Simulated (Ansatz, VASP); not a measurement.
Ga3Sb in VASP and in Ansatz

```
CELL_PARAMETERS angstrom
-2.14431 2.14431 4.72853
2.14431 -2.14431 4.72853
2.14431 2.14431 -4.72853
ATOMIC_POSITIONS crystal
Sb 0.00000 0.00000 0.00000
Ga 0.50000 0.50000 0.00000
Ga 0.25000 0.75000 0.50000
Ga 0.75000 0.25000 0.50000
```

Change from the starting cell: volume scaled by 0.98.

Alike in both runs: task single point; functional PBEsol; k mesh 9 × 9 × 9; occupations fermi-dirac, width 0.05 eV; no spin polarisation.

|  | VASP | Ansatz |
| --- | --- | --- |
| version | VASP 6.6.1 | Ansatz 0.2.0 |
| potentials or method | VASP PAW PBE potentials, release 64 (Sb, Ga_d), cutoff 520 eV | all-electron LAPW, scalar-relativistic |

```tsv
	VASP	Ansatz	Ansatz less VASP
gap on the k mesh at the Fermi level (eV)	none	none	-
pressure (GPa)	-2.7	-2.7	-0.04
traceless stress, the component that is largest in VASP (GPa)	0.70	0.70	+0.003
```

VASP's potentials were made for PBE, not for PBEsol. A gap of «none» marks a metal or a gap that the smearing closes. Ansatz ran all-electron here, and VASP with PAW potentials.

Neither program's run includes spin-orbit coupling.
